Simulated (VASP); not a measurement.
# SrO (Fm-3m) in VASP: further runs

SrO is run at these levels: PBE; tasks: single point.

All numbers are computed with VASP 6.6.1; they aren't measurements. Logs are shortened: lines on timing, memory, paths and dates and some standing lists are left out, and cuts for length are marked.

**1. The cell of the first run**

Symmetry: Fm-3m, No. 225, cubic system. Conventional cell: a = 5.089 Å, b = 5.089 Å, c = 5.089 Å, α = 90.00°, β = 90.00°, γ = 90.00°. Within 3.4 Å of Sr (site symmetry m-3m) lie 6 O at 2.54 Å. Within 3.4 Å of O (site symmetry m-3m) lie 6 Sr at 2.54 Å.

**2. Single point, PBE (volume changed by -6%)**

INCAR

```
PREC = Accurate
ENCUT = 520
EDIFF = 1E-6
ISMEAR = 0
SIGMA = 0.01
LREAL = F
LASPH = T
NELM = 100
ALGO = Normal
ISIF = 2
LWAVE = F
LCHARG = F
GGA = PE
NBANDS = 15
```

KPOINTS

```
Automatic mesh
0
Gamma
  8 8 8
```

POSCAR

```
SrO
1.0
    0.0000000000      2.5442532982      2.5442532982
    2.5442532982      0.0000000000      2.5442532982
    2.5442532982      2.5442532982      0.0000000000
Sr O
1 1
Direct
    0.0000000000      0.0000000000      0.0000000000
    0.5000000000      0.5000000000      0.5000000000
```

Potentials or basis: VASP PAW PBE potentials, release 64 (Sr_sv, O).

Launch:

```sh
cat potpaw_PBE.64/Sr_sv/POTCAR potpaw_PBE.64/O/POTCAR > POTCAR
mpirun -np 1 vasp_std > vasp.out
```

OUTCAR:

```text
PREC = Accurate
   ENCUT = 520
   EDIFF = 1E-6
   ISMEAR = 0
   LREAL = F
   LASPH = T
   NELM = 100
   ISIF = 2
   GGA = PE

 ion  position               nearest neighbor table
   1  0.000  0.000  0.000-   2 2.54   2 2.54   2 2.54   2 2.54   2 2.54   2 2.54
   2  0.500  0.500  0.500-   1 2.54   1 2.54   1 2.54   1 2.54   1 2.54   1 2.54

  LATTYP: Found a face centered cubic cell.
 ALAT       =     5.0885065964

  Lattice vectors:

 A1 = (   0.0000000000,   2.5442532982,   2.5442532982)
 A2 = (   2.5442532982,   0.0000000000,   2.5442532982)
 A3 = (   2.5442532982,   2.5442532982,   0.0000000000)

Analysis of symmetry for initial positions (statically):
=====================================================================
 Subroutine PRICEL returns:
 Original cell was already a primitive cell.

 Routine SETGRP: Setting up the symmetry group for a
 face centered cubic supercell.

 Subroutine GETGRP returns: Found 48 space group operations
 (whereof 48 operations were pure point group operations)
 out of a pool of 48 trial point group operations.

The static configuration has the point symmetry O_h .

Analysis of symmetry for dynamics (positions and initial velocities):
=====================================================================
 Subroutine PRICEL returns:
 Original cell was already a primitive cell.

 Routine SETGRP: Setting up the symmetry group for a
 face centered cubic supercell.

 Subroutine GETGRP returns: Found 48 space group operations
 (whereof 48 operations were pure point group operations)
 out of a pool of 48 trial point group operations.

The dynamic configuration has the point symmetry O_h .

 Subroutine INISYM returns: Found 48 space group operations
 (whereof 48 operations are pure point group operations),
 and found     1 'primitive' translations

----------------------------------------------------------------------------------------

                                     Primitive cell

  volume of cell :      32.9390

  direct lattice vectors                    reciprocal lattice vectors
     0.000000000  2.544253298  2.544253298    -0.196521313  0.196521313  0.196521313
     2.544253298  0.000000000  2.544253298     0.196521313 -0.196521313  0.196521313
     2.544253298  2.544253298  0.000000000     0.196521313  0.196521313 -0.196521313

  length of vectors
     3.598117520  3.598117520  3.598117520     0.340384900  0.340384900  0.340384900

  position of ions in fractional coordinates (direct lattice)
     0.000000000  0.000000000  0.000000000
     0.500000000  0.500000000  0.500000000

  ion indices of the primitive-cell ions
   primitive index   ion index
                 1           1
                 2           2

----------------------------------------------------------------------------------------

 KPOINTS: Automatic mesh

Automatic generation of k-mesh.
 Grid dimensions read from file:
 generate k-points for:    8    8    8

 Generating k-lattice:

  Cartesian coordinates                     Fractional coordinates (reciprocal lattice)
    -0.024565164  0.024565164  0.024565164     0.125000000  0.000000000  0.000000000
     0.024565164 -0.024565164  0.024565164     0.000000000  0.125000000  0.000000000
     0.024565164  0.024565164 -0.024565164     0.000000000  0.000000000  0.125000000

  Length of vectors
     0.042548112  0.042548112  0.042548112

  Shift w.r.t. Gamma in fractional coordinates (k-lattice)
     0.000000000  0.000000000  0.000000000

 Subroutine IBZKPT returns following result:
 ===========================================

 Found     29 irreducible k-points:

 Following reciprocal coordinates:
            Coordinates               Weight
  0.000000  0.000000  0.000000      1.000000
  0.125000  0.000000  0.000000      8.000000
  0.250000  0.000000  0.000000      8.000000
  0.375000  0.000000  0.000000      8.000000
  0.500000  0.000000  0.000000      4.000000
  0.125000  0.125000  0.000000      6.000000
[... 16 lines left out ...]
  0.500000  0.250000  0.125000     48.000000
 -0.375000  0.250000  0.125000     24.000000
 [... further k-points ...]
   k-points           NKPTS =     29   k-points in BZ     NKDIM =     29   number of bands    NBANDS=     15
   number of dos      NEDOS =    301   number of ions     NIONS =      2
   total plane-waves  NPLWV =  21952
   dimension x,y,z NGX =    28 NGY =   28 NGZ =   28
   dimension x,y,z NGXF=    56 NGYF=   56 NGZF=   56
   ions per type =               1   1
   NGX,Y,Z   is equivalent  to a cutoff of  12.94, 12.94, 12.94 a.u.
   NGXF,Y,Z  is equivalent  to a cutoff of  25.87, 25.87, 25.87 a.u.
 SYSTEM =  unknown system
   PREC   = accura    normal or accurate (medium, high low for compatibility)
   ISTART =      0    job   : 0-new  1-cont  2-samecut
   ICHARG =      2    charge: 1-file 2-atom 10-const
   ISPIN  =      1    spin polarized calculation?
   LNONCOLLINEAR =      F non collinear calculations
   LSORBIT =      F    spin-orbit coupling
   LASPH  =      T    aspherical Exc in radial PAW
   ENCUT  =  520.0 eV  38.22 Ry    6.18 a.u.   6.69  6.69  6.69*2*pi/ulx,y,z
   NELM   =    100;   NELMIN=  2; NELMDL= -5     # of ELM steps
   EDIFF  = 0.1E-05   stopping-criterion for ELM
   LREAL  =      F    real-space projection
   EDIFFG = 0.1E-04   stopping-criterion for IOM
   NSW    =      0    number of steps for IOM
   IBRION =     -1    ionic relax: 0-MD 1-quasi-New 2-CG
   NFREE  =      0    steps in history (QN), initial steepest desc. (CG)
   ISIF   =      2    stress and relaxation
   ISYM   =      2    0-nonsym 1-usesym 2-fastsym
   POTIM  = 0.5000    time-step for ionic-motion
   TEBEG  =    0.0;   TEEND  =   0.0 temperature during run
   PSTRESS=    0.0 pullay stress
   NELECT =      16.0000    total number of electrons
   NUPDOWN=      -1.0000    fix difference up-down
   EMIN   =  10.00;   EMAX   =-10.00  energy-range for DOS
   EFERMI =   0.00;   METHOD = LEGACY
   ISMEAR =     0;   SIGMA  =   0.01  broadening in eV -4-tet -1-fermi 0-gaus
   EFERMI_NEDOS =   21; number of points for ismear=-14 and -15
   IALGO  =     38    algorithm
   IMIX   =      4    mixing-type and parameters
     AMIX     =   0.40;   BMIX     =  1.00
     AMIX_MAG =   1.60;   BMIX_MAG =  1.00
  volume/ion in A,a.u.               =      16.47       111.14
  Fermi-wavevector in a.u.,A,eV,Ry     =   1.286899  2.431887 22.532733  1.656109
  Thomas-Fermi vector in A             =   2.418946
   LORBIT       =      0    0 simple, 1 ext, 2 COOP (PROOUT), +10 PAW based schemes
   GGA     = PE    functional components
   LHFCALC =     F    Hartree Fock is set to
   AEXX    =    0.0000 exact exchange contribution
   IVDW    =     0    specifies the selected vdW correction
   LEPSILON=     F    determine dielectric tensor
   LRPA    =     F    only Hartree local field effects (RPA)
 non-spin polarized calculation
 Gauss-broadening in eV      SIGMA  =   0.01
  energy-cutoff  :      520.00
  volume of cell :       32.94
 maximum number of plane-waves:       905
   NGX = 13   NGY = 13   NGZ = 13

 number of electron      15.9999995 magnetization

 Free energy of the ion-electron system (eV)
  ---------------------------------------------------
  ext. energy  EPLUGINS =         0.00000000
  ---------------------------------------------------
  free energy    TOTEN  =       -12.00790662 eV

  energy without entropy =      -12.00790662  energy(sigma->0) =      -12.00790662

 E-fermi :   1.9297     XC(G=0): -10.1758

 val. band max:        1.8146291865   @ k =   0.0000   0.0000   0.0000
 cond. band min:       5.0587470602   @ k =   0.5000   0.5000   0.0000
 fundamental gap:      3.2441178737
 Fermi energy:         1.9296819043

 k-point     1 :       0.0000    0.0000    0.0000
  band No.  band energies     occupation
      1     -30.4673      2.00000
      2     -13.3155      2.00000
      3     -12.0703      2.00000
      4     -12.0703      2.00000
      5     -12.0703      2.00000
      6       1.8146      2.00000
      7       1.8146      2.00000
      8       1.8146      2.00000
      9       6.0270      0.00000
     10       8.0931      0.00000
     11       8.0931      0.00000
     12       8.0931      0.00000
     13      10.3319      0.00000
     14      10.3319      0.00000
     15      14.6802      0.00000

 k-point     2 :       0.1250    0.0000    0.0000
  band No.  band energies     occupation
      1     -30.4445      2.00000
      2     -13.6837      2.00000
      3     -12.0833      2.00000
      4     -12.0833      2.00000
      5     -11.7574      2.00000
      6       1.3547      2.00000
      7       1.6055      2.00000
      8       1.6055      2.00000
      9       6.7347      0.00000
     10       7.9438      0.00000
     11       8.4098      0.00000
     12       8.4098      0.00000
     13      10.7613      0.00000
     14      10.7613      0.00000
     15      15.7088      0.00000

 k-point     3 :       0.2500    0.0000    0.0000
  band No.  band energies     occupation
      1     -30.3887      2.00000
      2     -14.2792      2.00000
      3     -12.1145      2.00000
      4     -12.1145      2.00000
      5     -11.2952      2.00000
      6       0.5073      2.00000
      7       1.1559      2.00000
      8       1.1559      2.00000
      9       7.9008      0.00000
     10       8.2912      0.00000
     11       9.2708      0.00000
     12       9.2708      0.00000
     13      11.8306      0.00000
     14      11.8306      0.00000
     15      17.7849      0.00000
[... 343 lines left out ...]
 k-point    23 :       0.5000    0.2500    0.1250
  band No.  band energies     occupation
      1     -30.3032      2.00000
      2     -14.4870      2.00000
      3     -12.4736      2.00000
      4     -12.2627      2.00000
      5     -11.2735      2.00000
      6       0.2434      2.00000
      7       0.8375      2.00000
      8       1.2936      2.00000
      9       7.4459      0.00000
     10       9.1955      0.00000
     11      10.9465      0.00000
     12      11.0652      0.00000
     13      13.1527      0.00000
     14      14.1568      0.00000
     15      16.4964      0.00000

 k-point    24 :      -0.3750    0.2500    0.1250
  band No.  band energies     occupation
      1     -30.2844      2.00000
      2     -14.5590      2.00000
      3     -12.4983      2.00000
      4     -12.3240      2.00000
      5     -11.2440      2.00000
      6       0.2026      2.00000
      7       0.9209      2.00000
      8       1.0136      2.00000
      9       8.2970      0.00000
     10       8.6728      0.00000
     11      11.3832      0.00000
     12      11.5053      0.00000
     13      13.6943      0.00000
     14      15.0674      0.00000
     15      15.5619      0.00000

 [... further k-points ...]
[... 5 lines left out ...]
  --------------------------------------------------------------------------------------
  -------------------------------------------------------------------------------------
  Total        1.3814159      1.3814159      1.3814159      0.0000000      0.0000000     -0.0000000
  in kB       67.1929935     67.1929935     67.1929935      0.0000000      0.0000000     -0.0000000
  external PRESSURE =      67.1929935 kB  Pullay stress =       0.0000000 kB

 VOLUME and BASIS-vectors are now :
 -----------------------------------------------------------------------------
  energy-cutoff  :      520.00
  volume of cell :       32.94
      direct lattice vectors                 reciprocal lattice vectors
     0.000000000  2.544253298  2.544253298    -0.196521313  0.196521313  0.196521313
     2.544253298  0.000000000  2.544253298     0.196521313 -0.196521313  0.196521313
     2.544253298  2.544253298  0.000000000     0.196521313  0.196521313 -0.196521313

 POSITION                                       TOTAL-FORCE (eV/Angst)
 -----------------------------------------------------------------------------------
      0.00000      0.00000      0.00000         0.000000     -0.000000     -0.000000
      2.54425      2.54425      2.54425        -0.000000      0.000000      0.000000
 -----------------------------------------------------------------------------------
    total drift:                                0.000000      0.000000      0.000000

  FREE ENERGIE OF THE ION-ELECTRON SYSTEM (eV)
  ---------------------------------------------------
  free  energy   TOTEN  =       -12.0079066179 eV

  energy  without entropy=      -12.0079066179  energy(sigma->0) =      -12.00790662
```

Wall time 11 s (1 thread of AMD EPYC 9R45 (Zen 5), shared host); peak memory 0.13 GiB.

What came out:

- Free energy: -12.0079 eV
- Pressure: 6.7 GPa
- Band gap on the k mesh: 3.24 eV, indirect (least direct gap 3.31 eV)

(Continued in part 2 of 2.)
